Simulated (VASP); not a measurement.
# Na2H (P4mm) in VASP: a series of runs

The runs below take Na2H through relaxation of cell and atoms, single point, with PBE.

All numbers are computed with VASP 6.6.1; they aren't measurements. Logs are shortened: lines on timing, memory, paths and dates and some standing lists are left out, and cuts for length are marked.

**1. The cell of the first run**

Symmetry: P4mm, No. 99, tetragonal system. The conventional cell has a = 3.366 Å, b = 3.366 Å, c = 5.709 Å, α = 90.00°, β = 90.00°, γ = 90.00°. Na (site symmetry 4mm) has 2 H at 2.65 to 3.06 Å and 4 Na at 3.37 Å within 3.5 Å. Within 3.2 Å of Na (site symmetry 4mm) lie 4 H at 2.39 Å. Within 3.2 Å of H (site symmetry 4mm) lie 6 Na at 2.39 to 3.06 Å.

**2. Relaxation of cell and atoms, PBE**

The input, INCAR:

```
SYSTEM = Na2H
ALGO = Normal
EDIFF = 1E-6
EDIFFG = -0.04
ENCUT = 600
GGA = PE
IBRION = 2
ISIF = 3
ISMEAR = 0
LASPH = .TRUE.
LCHARG = .FALSE.
LREAL = .FALSE.
LWAVE = .FALSE.
NELM = 100
NSW = 90
PREC = Accurate
SIGMA = 0.1
```

The input, KPOINTS:

```
k-points
0
G
  6 6 4
  0 0 0
```

The input, POSCAR:

```
Na2H
1.0
    3.3663773120      0.0000000000      0.0000000000
    0.0000000000      3.3663773120      0.0000000000
    0.0000000000      0.0000000000      5.7093891508
Na H
2 1
Direct
    0.0000000000      0.0000000000      0.0138139266
    0.5000000000      0.5000000000      0.5081421414
    0.0000000000      0.0000000000      0.4780439321
```

Potentials or basis: VASP PAW PBE potentials, release 64 (Na_pv, H).

Run with:

```
> cat potpaw_PBE.64/Na_pv/POTCAR potpaw_PBE.64/H/POTCAR > POTCAR
> mpirun -np 1 vasp_std > vasp.out
```

OUTCAR:

```text
SYSTEM = Na2H
   EDIFF = 1E-6
   EDIFFG = -0.04
   ENCUT = 600
   GGA = PE
   IBRION = 2
   ISIF = 3
   ISMEAR = 0
   LASPH = .TRUE.
   LREAL = .FALSE.
   NELM = 100
   NSW = 90
   PREC = Accurate

 ion  position               nearest neighbor table
   1  0.000  0.000  0.014-
   2  0.500  0.500  0.508-
   3  0.000  0.000  0.478-

  LATTYP: Found a simple tetragonal cell.
 ALAT       =     3.3663773120
 C/A-ratio  =     1.6960039299

  Lattice vectors:

 A1 = (   3.3663773120,   0.0000000000,   0.0000000000)
 A2 = (   0.0000000000,   3.3663773120,   0.0000000000)
 A3 = (   0.0000000000,   0.0000000000,   5.7093891508)

Analysis of symmetry for initial positions (statically):
=====================================================================
 Subroutine PRICEL returns:
 Original cell was already a primitive cell.

 Routine SETGRP: Setting up the symmetry group for a
 simple tetragonal supercell.

 Subroutine GETGRP returns: Found  8 space group operations
 (whereof  8 operations were pure point group operations)
 out of a pool of 16 trial point group operations.

The static configuration has the point symmetry C_4v.

Analysis of symmetry for dynamics (positions and initial velocities):
=====================================================================
 Subroutine PRICEL returns:
 Original cell was already a primitive cell.

 Routine SETGRP: Setting up the symmetry group for a
 simple tetragonal supercell.

 Subroutine GETGRP returns: Found  8 space group operations
 (whereof  8 operations were pure point group operations)
 out of a pool of 16 trial point group operations.

The dynamic configuration has the point symmetry C_4v.

 Subroutine INISYM returns: Found  8 space group operations
 (whereof  8 operations are pure point group operations),
 and found     1 'primitive' translations

----------------------------------------------------------------------------------------

                                     Primitive cell

  volume of cell :      64.7016

  direct lattice vectors                    reciprocal lattice vectors
     3.366377312  0.000000000  0.000000000     0.297055234  0.000000000  0.000000000
     0.000000000  3.366377312  0.000000000     0.000000000  0.297055234  0.000000000
     0.000000000  0.000000000  5.709389151     0.000000000  0.000000000  0.175150086

  length of vectors
     3.366377312  3.366377312  5.709389151     0.297055234  0.297055234  0.175150086

  position of ions in fractional coordinates (direct lattice)
     0.000000000  0.000000000  0.013813927
[... 110 lines left out ...]
   LRPA    =     F    only Hartree local field effects (RPA)
 conjugate gradient relaxation of ions
 non-spin polarized calculation
 Gauss-broadening in eV      SIGMA  =   0.10
  energy-cutoff  :      600.00
  volume of cell :       64.70
 maximum number of plane-waves:      2196
 NGX is ok and might be reduce to    28
   NGX = 13   NGY = 13   NGZ = 23

--------------------------------------- Ionic step        1  -------------------------------------------

 number of electron      15.0000009 magnetization

 Free energy of the ion-electron system (eV)
  ---------------------------------------------------
  ext. energy  EPLUGINS =         0.00000000
  ---------------------------------------------------
  free energy    TOTEN  =        -5.99742111 eV

  energy without entropy =       -5.99192630  energy(sigma->0) =       -5.99467370

------------------------ aborting loop because EDIFF is reached ----------------------------------------

  FORCE on cell =-STRESS in cart. coord.  units (eV):
  Direction    XX          YY          ZZ          XY          YZ          ZX
  --------------------------------------------------------------------------------------
  -------------------------------------------------------------------------------------
  Total       -0.0147208     -0.0147208      0.3310587      0.0000000      0.0000000      0.0000000
  in kB       -0.3645256     -0.3645256      8.1978583      0.0000000      0.0000000      0.0000000
  external PRESSURE =       2.4896023 kB  Pullay stress =       0.0000000 kB
[... 92 lines left out ...]
  FREE ENERGIE OF THE ION-ELECTRON SYSTEM (eV)
  ---------------------------------------------------
  free  energy   TOTEN  =        -6.0036968809 eV

  energy  without entropy=       -5.9982991792  energy(sigma->0) =       -6.00099803

[... ionic steps 4 to 12 ...]

--------------------------------------- Ionic step       13  -------------------------------------------

 number of electron      14.9999992 magnetization

------------------------ aborting loop because EDIFF is reached ----------------------------------------
[... 69 lines left out ...]
--------------------------------------- Ionic step       15  -------------------------------------------

 number of electron      14.9999990 magnetization

 Free energy of the ion-electron system (eV)
  ---------------------------------------------------
  ext. energy  EPLUGINS =         0.00000000
  ---------------------------------------------------
  free energy    TOTEN  =        -6.03387900 eV

  energy without entropy =       -6.02839992  energy(sigma->0) =       -6.03113946

 E-fermi :   0.5207     XC(G=0):  -6.9106

 val. band max:        0.5034012812   @ k =   0.3333   0.0000   0.0000
 cond. band min:       0.6366131283   @ k =   0.5000   0.0000   0.0000
 fundamental gap:      0.1332118471
 Fermi energy:         0.5207129288

 k-point     1 :       0.0000    0.0000    0.0000
  band No.  band energies     occupation
      1     -24.2764      2.00000
      2     -24.2764      2.00000
      3     -24.2605      2.00000
      4     -24.1177      2.00000
      5     -24.0343      2.00000
      6     -24.0343      2.00000
      7      -4.3672      2.00000
      8      -0.5152      2.00000
      9       1.0837      0.00000
     10       7.8509      0.00000
     11       9.2290      0.00000
[... 309 lines left out ...]
 k-point    24 :       0.5000    0.0000    0.5000
  band No.  band energies     occupation
      1     -24.3394      2.00000
      2     -24.2709      2.00000
      3     -24.2527      2.00000
      4     -24.1119      2.00000
      5     -24.0979      2.00000
      6     -24.0286      2.00000
      7      -2.4875      2.00000
      8       1.3040      0.00000
      9       1.8708      0.00000
     10       1.9324      0.00000
     11       6.8582      0.00000

 [... further k-points ...]
[... 5 lines left out ...]
  --------------------------------------------------------------------------------------
  -------------------------------------------------------------------------------------
  Total       -0.0051153     -0.0051153     -0.0555378      0.0000000     -0.0000000      0.0000000
  in kB       -0.1196954     -0.1196954     -1.2995444      0.0000000     -0.0000000      0.0000000
  external PRESSURE =      -0.5129784 kB  Pullay stress =       0.0000000 kB
[... 18 lines left out ...]
  FREE ENERGIE OF THE ION-ELECTRON SYSTEM (eV)
  ---------------------------------------------------
  free  energy   TOTEN  =        -6.0338789974 eV

  energy  without entropy=       -6.0283999185  energy(sigma->0) =       -6.03113946

 reached required accuracy - stopping structural energy minimisation
```

CONTCAR:

```text
Na2H
   1.00000000000000
     3.3119404385350899    0.0000000000000000    0.0000000000000000
    -0.0000000000000000    3.3119404385350899    0.0000000000000000
    -0.0000000000000000    0.0000000000000001    6.2422757119003869
  Na              H
     2     1
Direct
     0.0000000000000000    0.0000000000000000    0.0474262233996570
     0.5000000000000000    0.5000000000000000    0.5198224220282061
     0.0000000000000000    0.0000000000000000    0.4327513546721387

  0.00000000E+00  0.00000000E+00  0.00000000E+00
  0.00000000E+00  0.00000000E+00  0.00000000E+00
  0.00000000E+00  0.00000000E+00  0.00000000E+00
```

Run time: 100 s. Hardware: 1 thread of Intel Xeon 6975P-C (Granite Rapids), shared host; peak memory 0.19 GiB.

Results:

| Quantity | Value |
| --- | --- |
| Free energy | -6.0339 eV |
| Relaxed volume | 22.82 Å³/atom |
| Relaxed cell | a = 3.312 Å, b = 3.312 Å, c = 6.242 Å, α = 90.00°, β = 90.00°, γ = 90.00° |
| Space group after relaxing (to 0.05 Å) | P4mm (No. 99) |
| Energy gained by relaxing | 12.2 meV/atom |
| Ionic steps | 15 |
| Pressure after relaxing | -0.1 GPa |
| Largest force after relaxing | 0.016 eV/Å |

Forces in eV/Å, atoms in the order of the input:
```
Na   0.000  0.000 -0.004
Na   0.000  0.000  0.016
H    0.000  0.000 -0.012
```

Step by step:
```csv
step,energy change (eV),largest force (eV/Å),pressure (GPa),volume (Å³)
1,0.0000,0.0418,0.25,64.70
2,-0.0018,0.0439,0.21,65.02
3,-0.0063,0.0508,0.09,65.95
4,-0.0111,0.0585,-0.12,67.82
5,-0.0070,0.0650,-0.41,71.53
6,-0.0118,0.0618,-0.25,68.87
7,-0.0141,0.0678,-0.08,68.24
8,-0.0145,0.0747,0.13,67.56
9,-0.0165,0.0795,0.15,67.50
10,-0.0227,0.0853,0.20,67.32
11,-0.0304,0.0715,0.41,66.94
12,-0.0342,0.0591,0.11,68.04
13,-0.0346,0.0541,0.02,68.53
14,-0.0353,0.0438,0.01,68.52
15,-0.0365,0.0160,-0.05,68.47
```

Final structure:
```
Na H
1.0
     3.31194    0.00000    0.00000
     0.00000    3.31194    0.00000
     0.00000    0.00000    6.24228
Na H
2 1
Direct
  0.00000 0.00000 0.04743
  0.50000 0.50000 0.51982
  0.00000 0.00000 0.43275
```

Levels at points of the mesh, in eV from the Fermi level:
```tsv
k point	band 4	band 5	band 6	band 7	band 8	band 9	band 10	band 11
(0.00, 0.00, 0.00)	-24.64	-24.56	-24.56	-4.89	-1.04	0.56	7.33	8.71
(0.50, 0.00, 0.00)	-24.63	-24.62	-24.55	-3.09	0.12	2.37	3.62	3.83
(0.50, 0.50, 0.00)	-24.63	-24.61	-24.61	-1.99	3.11	3.11	3.54	6.33
(0.00, 0.00, 0.50)	-24.64	-24.56	-24.56	-4.65	-2.27	3.05	5.01	9.42
(0.50, 0.00, 0.50)	-24.63	-24.62	-24.55	-3.01	0.78	1.35	1.41	6.34
(0.50, 0.50, 0.50)	-24.63	-24.61	-24.61	-1.96	3.78	3.78	3.86	4.18
```

(Continued in part 2 of 2.)
